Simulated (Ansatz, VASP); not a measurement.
**Two plane-wave programs on Ta3Ru**

File INCAR:

```
PREC     = Accurate       # precision mode
ENCUT    = 500            # plane-wave cutoff, eV
EDIFF    = 1E-6           # SCF threshold, eV
ISMEAR   = 0              # smearing method
SIGMA    = 0.1            # smearing width, eV
LREAL    = False          # projectors in reciprocal space
LASPH    = True           # aspherical terms in the spheres
NELM     = 120            # most SCF steps
ALGO     = Normal         # electronic algorithm
ISIF     = 2              # what is computed and relaxed
LWAVE    = False          # write WAVECAR
LCHARG   = False          # write CHGCAR
GGA      = CA             # functional
NBANDS   = 32             # bands
GGA_COMPAT= False
```

Contents of KPOINTS:

```
regular mesh
0
Gamma
  6 6 6
```

The input POSCAR:

```
Ta3Ru
1.0
    0.0000000000      3.2182866100      3.2182866100
    3.2182866100      0.0000000000      3.2182866100
    3.2182866100      3.2182866100      0.0000000000
Ta Ru
3 1
Direct
    0.2500000000      0.2500000000      0.2500000000
    0.7500000000      0.7500000000      0.7500000000
    0.5000000000      0.5000000000      0.5000000000
    0.0000000000      0.0000000000      0.0000000000
```

Input for Ansatz:

```yaml
crystal:
  lattice:
    - [0.0, 3.21828661, 3.21828661]
    - [3.21828661, 0.0, 3.21828661]
    - [3.21828661, 3.21828661, 0.0]
  atoms:
    - { symbol: Ta, position: [0.25, 0.25, 0.25] }
    - { symbol: Ta, position: [0.75, 0.75, 0.75] }
    - { symbol: Ta, position: [0.5, 0.5, 0.5] }
    - { symbol: Ru, position: [0.0, 0.0, 0.0] }
basis:
  ecutwfc: 420
kpoints:
  mp_grid: { grid: [6, 6, 6] }
hamiltonian:
  xc: lda
scf:
  occupations: { method: gaussian, width: 0.1 }
output:
  forces: true
  stress: true
  eigenvalues: true
```

Alike in both runs: task single point; functional LDA; k mesh 6 × 6 × 6; occupations gaussian, width 0.1 eV; no spin polarisation.

|  | VASP | Ansatz |
| --- | --- | --- |
| version | VASP 6.6.1 | Ansatz 0.2.0 |
| potentials or method | VASP PAW LDA potentials, release 64 (Ta_pv, Ru_pv), cutoff 500 eV | scalar-relativistic, plane waves, PAW |
| valence electrons in the cell | 47 | 55 |

|  | VASP | Ansatz | Ansatz less VASP |
| --- | --- | --- | --- |
| gap on the k mesh at the Fermi level (eV) | none | none | - |
| pressure (GPa) | -9.5 | -10.4 | -0.85 |

LDA's correlation is that of Perdew and Zunger in VASP and of Perdew and Wang (1992) in Ansatz. A gap of «none» marks a metal or a gap that the smearing closes. VASP's potentials hold 47 valence electrons a cell and Ansatz's 55, so a difference there can come from the potentials and not from the codes.

Neither program's run includes spin-orbit coupling.
